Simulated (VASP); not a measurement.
Write the native input for VASP 6.6.1 that does the following.

| Quantity | Value |
| --- | --- |
| Task | single point |
| Functional | PBEsol |
| Potentials or basis | VASP PAW PBE potentials, release 64 (Hf_pv, O) |
| Cutoff | 520 eV |
| k mesh | 4 × 5 × 4 |
| Occupations | fermi-dirac, width 0.05 eV |
| Spin | no spin polarisation |
| Hubbard terms | Hf d U = 6.0 eV |
| Dipole correction | no |
| Further INCAR settings | ALGO = Normal; EDIFF = 1e-07; NBANDS = 56 |

The structure of HfO2 lies in POSCAR:

```
HfO2
1.0
    5.2789528866      0.0000000000      0.0000000000
    0.0000000000      5.0956773689      0.0000000000
    0.0000000000      0.0000000000      5.1164933591
Hf O
4 8
Direct
    0.9678427900      0.7339577934      0.7369743364
    0.5321572100      0.7339577934      0.2369743364
    0.4678427900      0.2660422066      0.7369743364
    0.0321572100      0.2660422066      0.2369743364
    0.6381425086      0.9318706608      0.8854054354
    0.8618574914      0.9318706608      0.3854054354
    0.2355090680      0.5364954624      0.4906202282
    0.2644909320      0.5364954624      0.9906202282
    0.7644909320      0.4635045376      0.9906202282
    0.7355090680      0.4635045376      0.4906202282
    0.1381425086      0.0681293392      0.8854054354
    0.3618574914      0.0681293392      0.3854054354
```

One way to write it, as run:

INCAR

```
ALGO = Normal
EDIFF = 1E-7
ENCUT = 520
GGA = PS
ISIF = 2
ISMEAR = -1
LASPH = True
LCHARG = False
LDAU = True
LDAUJ = 0 0
LDAUL = 2 -1
LDAUPRINT = 1
LDAUTYPE = 2
LDAUU = 6 0
LMAXMIX = 4
LREAL = False
LWAVE = False
NBANDS = 56
NELM = 150
PREC = Accurate
SIGMA = 0.05
```

KPOINTS

```
k-points
0
Gamma
  4 5 4
```

Potentials or basis: VASP PAW PBE potentials, release 64 (Hf_pv, O).

Launch:

```sh
$ cat potpaw_PBE.64/Hf_pv/POTCAR potpaw_PBE.64/O/POTCAR > POTCAR
$ mpirun -np 1 vasp_std > vasp.out
```

It gave:

- Pressure: 5.1 GPa
- Largest force: 0.254 eV/Å
- Band gap on the k mesh: 5.20 eV (least direct gap 5.26 eV)

Caveat: the cell stands under pressure; the PAW data sets were made with another functional, which shifts forces and pressure a little; spin-orbit coupling is left out, which moves the levels of the heavy elements.

Wall time 4.4 min on 1 thread of Oxide Virtual Turin-like Processor (shared host), peak memory 0.29 GiB.
